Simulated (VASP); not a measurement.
# TiTe2 (P-3m1) in VASP: further runs, part 2 of 2

VASP 6.6.1. Earlier steps stand in the parts before.

### 3 Relaxation of cell and atoms, PBE+D3(BJ)

This run uses another cell than the first one, of 25.19 Å³/atom.

The input, INCAR:

```
SYSTEM = TiTe2
ALGO = Normal ; EDIFF = 1E-7
EDIFFG = -0.001 ; ENCUT = 600
GGA = PE ; IBRION = 2
ISIF = 3 ; ISMEAR = -1
IVDW = 12 ; LASPH = .TRUE.
LCHARG = .FALSE. ; LREAL = .FALSE.
LWAVE = .FALSE. ; NELM = 60
NSW = 80 ; PREC = Accurate
SIGMA = 0.15
```

The input, KPOINTS:

```
k-points
0
G
  15 15 8
  0 0 0
```

The input, POSCAR:

```
TiTe2
1.0
    3.6969232723      0.0000000000      0.0000000000
   -1.8484616362      3.2016294697      0.0000000000
    0.0000000000      0.0000000000      6.3839776855
Ti Te
1 2
Direct
    0.0000000000      0.0000000000      0.0000000000
    0.6666666667      0.3333333333      0.2710898069
    0.3333333333      0.6666666667      0.7289101931
```

Potentials or basis: VASP PAW PBE potentials, release 64 (Ti_sv, Te).

Command:

```bash
> cat potpaw_PBE.64/Ti_sv/POTCAR potpaw_PBE.64/Te/POTCAR > POTCAR
> mpirun -np 1 vasp_std > vasp.out
```

OUTCAR:

```text
SYSTEM = TiTe2
   EDIFF = 1E-7
   EDIFFG = -0.001
   ENCUT = 600
   GGA = PE
   IBRION = 2
   ISIF = 3
   ISMEAR = -1
   IVDW = 12
   LASPH = .TRUE.
   LREAL = .FALSE.
   NELM = 60
   NSW = 80
   PREC = Accurate
 IVDW          = 12

 ion  position               nearest neighbor table
   1  0.000  0.000  0.000-   2 2.75   3 2.75   2 2.75   3 2.75   2 2.75   3 2.75
   2  0.667  0.333  0.271-   1 2.75   1 2.75   1 2.75   3 3.62   3 3.62   3 3.62
   3  0.333  0.667  0.729-   1 2.75   1 2.75   1 2.75   2 3.62   2 3.62   2 3.62

  LATTYP: Found a hexagonal cell.
 ALAT       =     3.6969232723
 C/A-ratio  =     1.7268353210

  Lattice vectors:

 A1 = (   3.6969232723,   0.0000000000,   0.0000000000)
 A2 = (  -1.8484616362,   3.2016294697,   0.0000000000)
 A3 = (   0.0000000000,   0.0000000000,   6.3839776855)

Analysis of symmetry for initial positions (statically):
=====================================================================
 Subroutine PRICEL returns:
 Original cell was already a primitive cell.

 Routine SETGRP: Setting up the symmetry group for a
 hexagonal supercell.

 Subroutine GETGRP returns: Found 12 space group operations
 (whereof 12 operations were pure point group operations)
 out of a pool of 24 trial point group operations.

The static configuration has the point symmetry D_3d.

Analysis of symmetry for dynamics (positions and initial velocities):
=====================================================================
 Subroutine PRICEL returns:
 Original cell was already a primitive cell.

 Routine SETGRP: Setting up the symmetry group for a
 hexagonal supercell.

 Subroutine GETGRP returns: Found 12 space group operations
 (whereof 12 operations were pure point group operations)
 out of a pool of 24 trial point group operations.

The dynamic configuration has the point symmetry D_3d.

 Subroutine INISYM returns: Found 12 space group operations
 (whereof 12 operations are pure point group operations),
 and found     1 'primitive' translations

[... 115 lines left out ...]
     AMIX     =   0.40;   BMIX     =  1.00
     AMIX_MAG =   1.60;   BMIX_MAG =  1.00
  volume/ion in A,a.u.               =      25.19       169.97
  Fermi-wavevector in a.u.,A,eV,Ry     =   1.116977  2.110781 16.975145  1.247638
  Thomas-Fermi vector in A             =   2.253596
   LORBIT       =      0    0 simple, 1 ext, 2 COOP (PROOUT), +10 PAW based schemes
   GGA     = PE    functional components
   LHFCALC =     F    Hartree Fock is set to
   AEXX    =    0.0000 exact exchange contribution
   IVDW    =    12    specifies the selected vdW correction
   LEPSILON=     F    determine dielectric tensor
   LRPA    =     F    only Hartree local field effects (RPA)
 conjugate gradient relaxation of ions
 non-spin polarized calculation
  energy-cutoff  :      600.00
  volume of cell :       75.56
 maximum number of plane-waves:      2557
 NGX is ok and might be reduce to    30
   NGX = 15   NGY = 15   NGZ = 25

--------------------------------------- Ionic step        1  -------------------------------------------

 number of electron      24.0000000 magnetization

 Free energy of the ion-electron system (eV)
  ---------------------------------------------------
  ext. energy  EPLUGINS =         0.00000000
  ---------------------------------------------------
  free energy    TOTEN  =       -16.19940195 eV

  energy without entropy =      -16.08861483  energy(sigma->0) =      -16.14400839

------------------------ aborting loop because EDIFF is reached ----------------------------------------

 Edisp (eV)   -1.56735

 E8    (eV) :    -0.7260
[... 108 lines left out ...]
  FREE ENERGIE OF THE ION-ELECTRON SYSTEM (eV)
  ---------------------------------------------------
  free  energy   TOTEN  =       -17.7667885176 eV

  energy  without entropy=      -17.6558289313  energy(sigma->0) =      -17.71130872

[... ionic steps 4 to 11 ...]

--------------------------------------- Ionic step       12  -------------------------------------------

 number of electron      24.0000000 magnetization

------------------------ aborting loop because EDIFF is reached ----------------------------------------
[... 77 lines left out ...]
--------------------------------------- Ionic step       14  -------------------------------------------

 number of electron      24.0000000 magnetization

 Free energy of the ion-electron system (eV)
  ---------------------------------------------------
  ext. energy  EPLUGINS =         0.00000000
  ---------------------------------------------------
  free energy    TOTEN  =       -16.19842641 eV

  energy without entropy =      -16.08745381  energy(sigma->0) =      -16.14294011

 E-fermi :   7.5863     XC(G=0): -10.1750

 val. band max:        7.5859299084   @ k =   0.1333   0.0000   0.0000
 cond. band min:       7.5872369205   @ k =   0.2667   0.0000   0.1250
 fundamental gap:      0.0013070121
 Fermi energy:         7.5862931918

 k-point     1 :       0.0000    0.0000    0.0000
  band No.  band energies     occupation
      1     -49.7372      2.00000
      2     -26.0038      2.00000
      3     -26.0038      2.00000
      4     -25.9698      2.00000
      5      -5.1682      2.00000
      6      -3.4665      2.00000
[... 433 lines left out ...]
      3     -26.0278      2.00000
      4     -25.9562      2.00000
      5      -3.0341      2.00000
      6      -2.8324      2.00000
[... 8 lines left out ...]
     15       9.1862      0.00005
     16       9.9181      0.00000

 [... further k-points ...]

------------------------ aborting loop because EDIFF is reached ----------------------------------------

 Edisp (eV)   -1.56839

 E8    (eV) :    -0.7265
[... 26 lines left out ...]
  FREE ENERGIE OF THE ION-ELECTRON SYSTEM (eV)
  ---------------------------------------------------
  free  energy   TOTEN  =       -17.7668158995 eV

  energy  without entropy=      -17.6558432942  energy(sigma->0) =      -17.71132960

 reached required accuracy - stopping structural energy minimisation
```

OSZICAR:

```text
N       E                     dE             d eps       ncg     rms          rms(c)
DAV:   1     0.187823686008E+03    0.18782E+03   -0.11994E+04  6144   0.157E+03
DAV:   2     0.685597689602E+00   -0.18714E+03   -0.18566E+03  6472   0.360E+02
DAV:   3    -0.176556951957E+02   -0.18341E+02   -0.17930E+02 10520   0.960E+01
[... 105 lines left out ...]
       N       E                     dE             d eps       ncg     rms          rms(c)
DAV:   1    -0.161984266891E+02    0.61424E-04   -0.15450E-05  7584   0.403E-02    0.562E-03
DAV:   2    -0.161984267367E+02   -0.47602E-07   -0.63816E-06  8512   0.205E-02    0.346E-03
DAV:   3    -0.161984263896E+02    0.34711E-06   -0.33509E-06  7808   0.111E-02    0.203E-03
DAV:   4    -0.161984264126E+02   -0.22977E-07   -0.14648E-07  3280   0.358E-03
  14 F= -.17766816E+02 E0= -.17711330E+02  d E =-.594858E-07
```

It took 37 min on 1 thread of Intel Xeon Platinum 8259CL at 2.50GHz (Skylake/Cascade Lake), shared host; peak memory 0.46 GiB.

Results:

```
Free energy                           : -17.7668 eV
Relaxed volume                        : 25.17 Å³/atom
Relaxed cell                          : a = 3.696 Å, b = 3.696 Å, c = 6.383 Å, α = 90.00°, β = 90.00°, γ = 120.00°
Space group after relaxing (to 0.1 Å) : P-3m1 (No. 164)
Energy gained by relaxing             : 0.0 meV/atom
Ionic steps                           : 14
Pressure after relaxing               : 0.0 GPa
Band gap on the k mesh                : zero (bands 12 and 13 overlap by 0.81 eV)
Dispersion energy per atom            : -0.523 eV
```

Final structure:
```yaml
crystal:
  lattice:
    - [3.69593, 0.00000, 0.00000]
    - [-1.84796, 3.20077, 0.00000]
    - [0.00000, 0.00000, 6.38327]
  atoms:
    - { symbol: Ti, position: [0.00000, 0.00000, 0.00000] }
    - { symbol: Te, position: [0.66667, 0.33333, 0.27155] }
    - { symbol: Te, position: [0.33333, 0.66667, 0.72845] }
```

Levels at points of the mesh, in eV from the Fermi level:
```csv
k point,band 10,band 11,band 12,band 13,band 14,band 15
"(0.00, 0.00, 0.00)",0.27,0.49,0.49,0.73,1.30,1.30
"(0.00, 0.00, 0.50)",-1.47,0.47,0.47,0.87,0.87,1.12
```

Caveat: spin-orbit coupling is left out, which moves the levels of the heavy elements.

### 4 Relaxation of shape and atoms at fixed volume, PBE+D3(BJ) (25.94 Å³/atom)

This run uses another cell than the first one, of 25.94 Å³/atom.

The input, INCAR:

```
SYSTEM = TiTe2
ALGO     = Normal         ! electronic algorithm
EDIFF    = 1E-6           ! SCF threshold, eV
EDIFFG   = -0.01          ! ionic threshold
ENCUT    = 600            ! plane-wave cutoff, eV
GGA      = PE             ! functional
IBRION   = 2              ! ionic algorithm
ISIF     = 4              ! what is computed and relaxed
ISMEAR   = 0              ! smearing method
IVDW     = 12             ! dispersion correction
LASPH    = .True.         ! aspherical terms in the spheres
LCHARG   = .False.        ! write CHGCAR
LREAL    = .False.        ! projectors in reciprocal space
LWAVE    = .False.        ! write WAVECAR
NELM     = 100            ! most SCF steps
NSW      = 50             ! ionic steps
PREC     = Accurate       ! precision mode
SIGMA    = 0.1            ! smearing width, eV
```

The input, KPOINTS:

```
k-points
0
Gamma
  15 15 8
  0 0 0
```

The input, POSCAR:

```
TiTe2
1.0
    3.7335288537      0.0000000000      0.0000000000
   -1.8667644268      3.2333308330      0.0000000000
    0.0000000000      0.0000000000      6.4471894963
Ti Te
1 2
Direct
    0.0000000000      0.0000000000      0.0000000000
    0.6666666667      0.3333333333      0.2710898069
    0.3333333333      0.6666666667      0.7289101931
```

Command:

```bash
> cat potpaw_PBE.64/Ti_sv/POTCAR potpaw_PBE.64/Te/POTCAR > POTCAR
> mpirun -np 1 vasp_std > vasp.out
```

Run time: 20 min. Hardware: 1 thread of Intel Xeon Platinum 8259CL at 2.50GHz (Skylake/Cascade Lake), shared host; peak memory 0.46 GiB.

Results (log left out):

```
Free energy                : -17.7078 eV
Energy gained by relaxing  : 1.9 meV/atom
Ionic steps                : 8
Pressure after relaxing    : -1.1 GPa
Band gap on the k mesh     : zero (bands 12 and 13 overlap by 0.75 eV)
Dispersion energy per atom : -0.507 eV
```

The path:
```
step  energy change (eV)  largest force (eV/Å)  pressure (GPa)  volume (Å³)
   1              0.0000                0.2297           -1.98        77.83
   2             -0.0039                0.1129           -1.60        77.83
   3             -0.0049                0.0209           -1.29        77.83
   4             -0.0049                0.0139           -1.27        77.83
   5             -0.0054                0.0089           -1.21        77.83
   6             -0.0057                0.0038           -1.16        77.83
   7             -0.0056                0.0060           -1.05        77.83
   8             -0.0058                0.0003           -1.13        77.83
```

Final structure:
```
Ti Te
1.0
     3.72502    0.00000    0.00000
    -1.86251    3.22596    0.00000
     0.00000    0.00000    6.47668
Ti Te
1 2
Cartesian
  0.0000 0.0000 0.0000
  1.8625 1.0753 1.7295
  0.0000 2.1506 4.7472
```

Levels at points of the mesh, in eV from the Fermi level:
| k point | band 10 | band 11 | band 12 | band 13 | band 14 | band 15 |
| --- | --- | --- | --- | --- | --- | --- |
| (0.00, 0.00, 0.00) | 0.25 | 0.41 | 0.41 | 0.55 | 1.19 | 1.19 |
| (0.00, 0.00, 0.50) | -1.54 | 0.40 | 0.40 | 0.83 | 0.83 | 1.02 |

Caveat: spin-orbit coupling is left out, which moves the levels of the heavy elements.

### 5 Summary

| task | cell | smearing | gap on the mesh (eV) | pressure (GPa) |
| --- | --- | --- | --- | --- |
| relaxation of shape and atoms at fixed volume | relaxed from a = 3.784, b = 3.784, c = 6.642 Å, angles 90.0, 90.0, 120.0°, 3 atoms, atomic positions A | gaussian 0.1 eV | none | -2.4 |
| relaxation of cell and atoms | relaxed from a = 3.697, b = 3.697, c = 6.384 Å, angles 90.0, 90.0, 120.0°, 3 atoms, atomic positions B | fermi-dirac 0.15 eV | none | 0.0 |
| relaxation of shape and atoms at fixed volume | relaxed from a = 3.734, b = 3.734, c = 6.447 Å, angles 90.0, 90.0, 120.0°, 3 atoms, atomic positions B | gaussian 0.1 eV | none | -1.1 |

Alike in all rows: level PBE+D3(BJ); potentials or basis VASP PAW PBE potentials, release 64 (Ti_sv, Te); no spin polarisation; k mesh 15 × 15 × 8; cutoff (eV) 600.

Caveats: spin-orbit coupling is left out, which moves the levels of the heavy elements.

Total energies depend on the potentials used, so only differences within one code and one set of settings carry meaning.
